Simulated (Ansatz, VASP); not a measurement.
## MoS2: VASP beside Ansatz

File INCAR:

```
PREC     = Accurate       # precision mode
ENCUT    = 500            # plane-wave cutoff, eV
EDIFF    = 1E-6           # SCF threshold, eV
ISMEAR   = 0              # smearing method
SIGMA    = 0.05           # smearing width, eV
LREAL    = F              # projectors in reciprocal space
LASPH    = T              # aspherical terms in the spheres
NELM     = 120            # most SCF steps
ALGO     = Normal         # electronic algorithm
ISIF     = 2              # what is computed and relaxed
LWAVE    = F              # write WAVECAR
LCHARG   = T              # write CHGCAR
GGA      = PE             # functional
IVDW     = 12             # dispersion correction
LELF     = T              # ELF
LVHAR    = T            
NBANDS   = 20             # bands
GGA_COMPAT= F
```

Contents of KPOINTS:

```
Automatic mesh
0
Gamma
  12 12 6
```

POSCAR

```
MoS2
1.0
    3.1776221447      0.0000000000      0.0000000000
   -1.5888110724      2.7519015009      0.0000000000
    0.0000000000      0.0000000000      6.5274714096
Mo S
1 2
Direct
    0.0000000000      0.0000000000      0.0000000000
    0.3333333333      0.6666666667      0.2357940733
    0.3333333333      0.6666666667      0.7642059267
```

Input for Ansatz:

```yaml
crystal:
  lattice:
    - [3.1776221447, 0.0, 0.0]
    - [-1.5888110724, 2.7519015009, 0.0]
    - [0.0, 0.0, 6.5274714096]
  atoms:
    - { symbol: Mo, position: [0.0, 0.0, 0.0] }
    - { symbol: S, position: [0.3333333333, 0.6666666667, 0.2357940733] }
    - { symbol: S, position: [0.3333333333, 0.6666666667, 0.7642059267] }
basis:
  ecutwfc: 420
kpoints:
  mp_grid: { grid: [12, 12, 6] }
hamiltonian:
  xc: pbe
  dispersion: d3bj
scf:
  occupations: { method: gaussian, width: 0.05 }
output:
  forces: true
  stress: true
  eigenvalues: true
```

Alike in both runs: task single point; functional PBE; dispersion D3(BJ); k mesh 12 × 12 × 6; occupations gaussian, width 0.05 eV; no spin polarisation.

|  | VASP | Ansatz |
| --- | --- | --- |
| version | VASP 6.6.1 | Ansatz 0.2.0 |
| potentials or method | VASP PAW PBE potentials, release 64 (Mo_sv, S), cutoff 500 eV | scalar-relativistic, plane waves, PAW |
| valence electrons in the cell | 26 | 26 |

|  | VASP | Ansatz | Ansatz less VASP |
| --- | --- | --- | --- |
| gap on the k mesh at the Fermi level (eV) | 0.99 | 0.97 | -0.016 |
| least direct gap on the mesh (eV) | 1.63 | 1.62 | -0.004 |
| pressure (GPa) | 0.2 | 0.3 | +0.13 |
| traceless stress, the component that is largest in VASP (GPa) | 3.01 | 3.06 | +0.048 |
| rms of the force components (eV/Å) | 0.145 | 0.152 | +0.0067 |

Atom by atom the forces differ by 0.007 eV/Å (rms over components).
